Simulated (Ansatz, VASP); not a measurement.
One calculation of Mo, two programs

```
Mo
1.0
    -1.58022    1.54862    1.58022
     1.58022   -1.54862    1.58022
     1.58022    1.54862   -1.58022
Mo
1
Direct
  0.00000 0.00000 0.00000
```

Change from the starting cell: strain -0.0200 x Voigt [0, 1, 0, 0, 0, 0], atoms carried along.

Alike in both runs: task single point; functional PBE; k mesh 26 × 26 × 26; occupations gaussian, width 0.15 eV; no spin polarisation.

```csv
,VASP,Ansatz
version,VASP 6.6.1,Ansatz 0.2.0
potentials or method,"VASP PAW PBE potentials, release 64 (Mo_sv), cutoff 520 eV","scalar-relativistic, plane waves, PAW"
valence electrons in the cell,14,14
```

|  | VASP | Ansatz | Ansatz less VASP |
| --- | --- | --- | --- |
| gap on the k mesh at the Fermi level (eV) | none | none | - |
| pressure (GPa) | 6.2 | 5.6 | -0.58 |
| traceless stress, the component that is largest in VASP (GPa) | 4.41 | 4.42 | +0.003 |

A gap of «none» marks a metal or a gap that the smearing closes. With one functional, cell and mesh, what is left measures potentials, basis and numerics.
